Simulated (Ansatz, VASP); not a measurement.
## HPbNO4: VASP beside Ansatz

```xyz
7
Lattice="4.2753 -0.0004 0.0064 -2.0840 5.2077 -0.0491 -2.1238 -1.8657 4.9149" Properties=species:S:1:pos:R:3 pbc="T T T"
H     2.2338   -1.5247    4.4769
Pb    0.1373    4.0030    0.6652
N    -2.0197    1.5311    2.4473
O     2.2736    4.7756    0.1022
O    -1.9905    2.6889    2.9560
O     2.2225    1.4102    1.1945
O    -2.0163    0.5081    3.1892
```

Alike in both runs: functional revPBE; k mesh 6 × 4 × 4; occupations fermi-dirac, width 0.05 eV; no spin polarisation.

|  | VASP | Ansatz |
| --- | --- | --- |
| version | VASP 6.6.1 | Ansatz 0.2.0 |
| potentials or method | VASP PAW PBE potentials, release 64 (H, Pb_d, N, O), cutoff 520 eV | all-electron LAPW, scalar-relativistic |
| task | single point | band structure |

```tsv
	VASP	Ansatz	Ansatz less VASP
gap on the k mesh at the Fermi level (eV)	2.88	2.91	+0.033
least direct gap on the mesh (eV)	3.17	3.21	+0.035
pressure (GPa)	2.5	1.8	-0.70
traceless stress, the component that is largest in VASP (GPa)	-1.09	-0.20	+0.881
rms of the force components (eV/Å)	0.225	0.074	-0.1513
```

VASP's potentials were made for PBE, not for revPBE. Atom by atom the forces differ by 0.173 eV/Å (rms over components). One of these differences is far larger than is usual between the two programs; its cause wasn't traced. Ansatz ran all-electron here, and VASP with PAW potentials.

Spin-orbit coupling is off throughout.
